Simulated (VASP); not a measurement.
# PtC18 in VASP: single point with PBE

Aim: the single point of PtC18 with PBE.

Everything below comes from runs of VASP 6.6.1. Logs are shortened: lines on timing, memory, paths and dates and some standing lists are left out, and cuts for length are marked.

### Step 1. The cell of the first run

The cell holds a slab with vacuum, 19 atoms: a = 7.398 Å, b = 7.398 Å, c = 12.000 Å, α = 90.00°, β = 90.00°, γ = 120.00°.

### Step 2. Single point, PBE

The input, INCAR:

```
PREC     = Accurate       # precision mode
ENCUT    = 520            # plane-wave cutoff, eV
EDIFF    = 1E-7           # SCF threshold, eV
ISMEAR   = 0              # smearing method
SIGMA    = 0.02           # smearing width, eV
LREAL    = Auto         
LASPH    = T              # aspherical terms in the spheres
NELM     = 60             # most SCF steps
ALGO     = Normal         # electronic algorithm
ISIF     = 2              # what is computed and relaxed
LWAVE    = F              # write WAVECAR
LCHARG   = T              # write CHGCAR
GGA      = PE             # functional
LELF     = T              # ELF
LVHAR    = T            
NBANDS   = 56             # bands
```

The input, KPOINTS:

```
regular mesh
0
Gamma
  2 2 1
```

The input, POSCAR:

```
PtC18
1.0
    7.3980000000      0.0000000000      0.0000000000
   -3.6990000000      6.4068560000      0.0000000000
    0.0000000000      0.0000000000     12.0000000000
C Pt
18 1
Direct
   -0.0020639671     -0.0046788940      0.0818670833
    0.2203837651      0.1055993767      0.0830279167
   -0.0020537673      0.3279084156      0.0849094167
    0.2202096187      0.4399204540      0.0847253333
    0.0000256226      0.6631318076      0.0864839167
    0.2204099338      0.7729193539      0.0847445000
    0.3305657008     -0.0047580280      0.0830317500
    0.5530001384      0.1055033857      0.0819055833
    0.3305253473      0.3279160637      0.0847544167
    0.5509221425      0.4377356070      0.0865126667
    0.3307302832      0.6609123102      0.0847176667
    0.5530010578      0.7729266898      0.0848700833
    0.6652125626     -0.0047641152      0.0830405833
    0.8857289700      0.1056060882      0.0830435000
    0.6627457146      0.3250240055      0.0833122500
    0.8872993963      0.4378202039      0.0867548333
    0.6636654157      0.6630464303      0.0866880000
    0.8881973161      0.7758201527      0.0832257500
    0.7752721983      0.5499972217      0.2473841667
```

Potentials or basis: VASP PAW PBE potentials, release 64 (C, Pt).

On the command line:

```sh
cat potpaw_PBE.64/C/POTCAR potpaw_PBE.64/Pt/POTCAR > POTCAR
mpirun -np 1 vasp_std > vasp.out
```

OUTCAR:

```text
PREC = Accurate
   ENCUT = 520
   EDIFF = 1E-7
   ISMEAR = 0
   LREAL = Auto
   LASPH = T
   NELM = 60
   ISIF = 2
   GGA = PE

 ion  position               nearest neighbor table
   1  0.998  0.995  0.082-  18 1.41   2 1.43  14 1.43
   2  0.220  0.106  0.083-   7 1.41   9 1.42   1 1.43
   3  0.998  0.328  0.085-  16 1.41   4 1.42  14 1.42
   4  0.220  0.440  0.085-  11 1.42   3 1.42   9 1.42
   5  0.000  0.663  0.086-   6 1.41  18 1.44  16 1.44  19 2.41
   6  0.220  0.773  0.085-   5 1.41  11 1.42   7 1.42
   7  0.331  0.995  0.083-   2 1.41   6 1.42   8 1.43
   8  0.553  0.106  0.082-  15 1.41   7 1.43  13 1.43
   9  0.331  0.328  0.085-  10 1.41   4 1.42   2 1.42
  10  0.551  0.438  0.087-   9 1.41  15 1.44  17 1.44  19 2.41
  11  0.331  0.661  0.085-   4 1.42  12 1.42   6 1.42
  12  0.553  0.773  0.085-  17 1.41  11 1.42  13 1.42
  13  0.665  0.995  0.083-  14 1.41  12 1.42   8 1.43
  14  0.886  0.106  0.083-  13 1.41   3 1.42   1 1.43
  15  0.663  0.325  0.083-   8 1.41  10 1.44  16 1.44  19 2.44
  16  0.887  0.438  0.087-   3 1.41  15 1.44   5 1.44  19 2.40
  17  0.664  0.663  0.087-  12 1.41  18 1.44  10 1.44  19 2.41
  18  0.888  0.776  0.083-   1 1.41   5 1.44  17 1.44  19 2.44
  19  0.775  0.550  0.247-  16 2.40  17 2.41  10 2.41   5 2.41  15 2.44  18 2.44

  LATTYP: Found a hexagonal cell.
 ALAT       =     7.3980000000
 C/A-ratio  =     1.6220600162

  Lattice vectors:

 A1 = (   7.3980000000,   0.0000000000,   0.0000000000)
 A2 = (  -3.6990000000,   6.4068560000,   0.0000000000)
 A3 = (   0.0000000000,   0.0000000000,  12.0000000000)

Analysis of symmetry for initial positions (statically):
=====================================================================
 Subroutine PRICEL returns:
 Original cell was already a primitive cell.

 Routine SETGRP: Setting up the symmetry group for a
 hexagonal supercell.

 Subroutine GETGRP returns: Found  1 space group operations
 (whereof  1 operations were pure point group operations)
 out of a pool of 24 trial point group operations.

The static configuration has the point symmetry C_1 .

Analysis of symmetry for dynamics (positions and initial velocities):
=====================================================================
 Subroutine PRICEL returns:
 Original cell was already a primitive cell.

 Routine SETGRP: Setting up the symmetry group for a
 hexagonal supercell.

[... 120 lines left out ...]
   NSW    =      0    number of steps for IOM
   IBRION =     -1    ionic relax: 0-MD 1-quasi-New 2-CG
   NFREE  =      0    steps in history (QN), initial steepest desc. (CG)
   ISIF   =      2    stress and relaxation
   ISYM   =      2    0-nonsym 1-usesym 2-fastsym
   POTIM  = 0.5000    time-step for ionic-motion
   TEBEG  =    0.0;   TEEND  =   0.0 temperature during run
   PSTRESS=    0.0 pullay stress
   NELECT =      82.0000    total number of electrons
   NUPDOWN=      -1.0000    fix difference up-down
   EMIN   =  10.00;   EMAX   =-10.00  energy-range for DOS
   EFERMI =   0.00;   METHOD = LEGACY
   ISMEAR =     0;   SIGMA  =   0.02  broadening in eV -4-tet -1-fermi 0-gaus
   EFERMI_NEDOS =   21; number of points for ismear=-14 and -15
   IALGO  =     38    algorithm
   IMIX   =      4    mixing-type and parameters
     AMIX     =   0.40;   BMIX     =  1.00
     AMIX_MAG =   1.60;   BMIX_MAG =  1.00
  volume/ion in A,a.u.               =      29.94       202.01
  Fermi-wavevector in a.u.,A,eV,Ry     =   0.858419  1.622176 10.025902  0.736883
  Thomas-Fermi vector in A             =   1.975621
   LORBIT       =      0    0 simple, 1 ext, 2 COOP (PROOUT), +10 PAW based schemes
   GGA     = PE    functional components
   LHFCALC =     F    Hartree Fock is set to
   AEXX    =    0.0000 exact exchange contribution
   IVDW    =     0    specifies the selected vdW correction
   LEPSILON=     F    determine dielectric tensor
   LRPA    =     F    only Hartree local field effects (RPA)
 non-spin polarized calculation
 Gauss-broadening in eV      SIGMA  =   0.02
  energy-cutoff  :      520.00
  volume of cell :      568.78
 maximum number of plane-waves:     15363
 NGX is ok and might be reduce to    56
   NGX = 27   NGY = 27   NGZ = 45

 number of electron      81.9999999 magnetization

 Free energy of the ion-electron system (eV)
  ---------------------------------------------------
  ext. energy  EPLUGINS =         0.00000000
  ---------------------------------------------------
  free energy    TOTEN  =      -167.19026629 eV

  energy without entropy =     -167.18661392  energy(sigma->0) =     -167.18844011

 E-fermi :  -1.1003     XC(G=0):  -4.1779

 val. band max:       -1.1155565546   @ k =   0.0000   0.0000   0.0000
 cond. band min:      -1.0772446437   @ k =   0.0000   0.5000   0.0000
 fundamental gap:      0.0383119108
 Fermi energy:        -1.1003069912

 k-point     1 :       0.0000    0.0000    0.0000
  band No.  band energies     occupation
      1     -20.9744      2.00000
      2     -18.5457      2.00000
      3     -18.4750      2.00000
      4     -18.4694      2.00000
      5     -18.2696      2.00000
      6     -18.2637      2.00000
[... 213 lines left out ...]
     52       3.8133      0.00000
     53       4.2854      0.00000
 [bands above 53 left out]

------------------------ aborting loop because EDIFF is reached ----------------------------------------

  FORCE on cell =-STRESS in cart. coord.  units (eV):
  Direction    XX          YY          ZZ          XY          YZ          ZX
  --------------------------------------------------------------------------------------
  -------------------------------------------------------------------------------------
  Total        5.0915690      5.8589744     -0.0437231     -0.0278854     -0.0127713      0.0030709
  in kB       14.3423950     16.5040925     -0.1231633     -0.0785501     -0.0359753      0.0086503
  external PRESSURE =      10.2411080 kB  Pullay stress =       0.0000000 kB

 VOLUME and BASIS-vectors are now :
 -----------------------------------------------------------------------------
  energy-cutoff  :      520.00
  volume of cell :      568.78
      direct lattice vectors                 reciprocal lattice vectors
     7.398000000  0.000000000  0.000000000     0.135171668  0.078041398  0.000000000
    -3.699000000  6.406856000  0.000000000     0.000000000  0.156082796  0.000000000
     0.000000000  0.000000000 12.000000000     0.000000000  0.000000000  0.083333333

 POSITION                                       TOTAL-FORCE (eV/Angst)
 -----------------------------------------------------------------------------------
      3.70104      6.37688      0.98240        -0.000720      0.007304      0.000206
      1.23979      0.67656      0.99634        -0.003467      0.005410      0.003296
      6.16987      2.10086      1.01891         0.008373     -0.000381      0.003949
      0.00184      2.81851      1.01670         0.001410     -0.006517     -0.006947
     -2.45274      4.24859      1.03781        -0.002722     -0.002083     -0.013506
     -1.22844      4.95198      1.01693         0.003071      0.002768     -0.011403
[... 11 lines left out ...]
      3.70112      4.97057      0.99871         0.002876      0.010606     -0.013605
      3.70102      3.52375      2.96861         0.000419     -0.009278      0.035082
 -----------------------------------------------------------------------------------
    total drift:                                0.003713      0.027781     -0.012791

  FREE ENERGIE OF THE ION-ELECTRON SYSTEM (eV)
  ---------------------------------------------------
  free  energy   TOTEN  =      -167.1902662922 eV

  energy  without entropy=     -167.1866139194  energy(sigma->0) =     -167.18844011
```

It took 5.5 min on 1 thread of AMD EPYC 7R43 (Zen 3), shared host; peak memory 0.55 GiB.

What came out:

```
Free energy            : -167.1903 eV
Largest force          : 0.036 eV/Å
Band gap on the k mesh : 0.04 eV (least direct gap 0.07 eV)
```

Forces in eV/Å, atoms in the order of the input:
```
C   -0.001  0.007  0.000
C   -0.003  0.005  0.003
C    0.008  0.000  0.004
C    0.001 -0.007 -0.007
C   -0.003 -0.002 -0.014
C    0.003  0.003 -0.011
C    0.008  0.003  0.004
C    0.002 -0.006 -0.001
C   -0.010 -0.001 -0.006
C    0.007  0.000 -0.003
C   -0.004 -0.002 -0.007
C   -0.004  0.001 -0.002
C   -0.007 -0.001  0.006
C    0.003  0.008  0.007
C    0.000 -0.010 -0.011
C   -0.010  0.002  0.013
C    0.005 -0.001  0.003
C    0.003  0.011 -0.014
Pt   0.000 -0.009  0.035
```

Caveat: the k points lie up to 0.49 Å⁻¹ apart; spin-orbit coupling is left out, which moves the levels of the heavy elements.
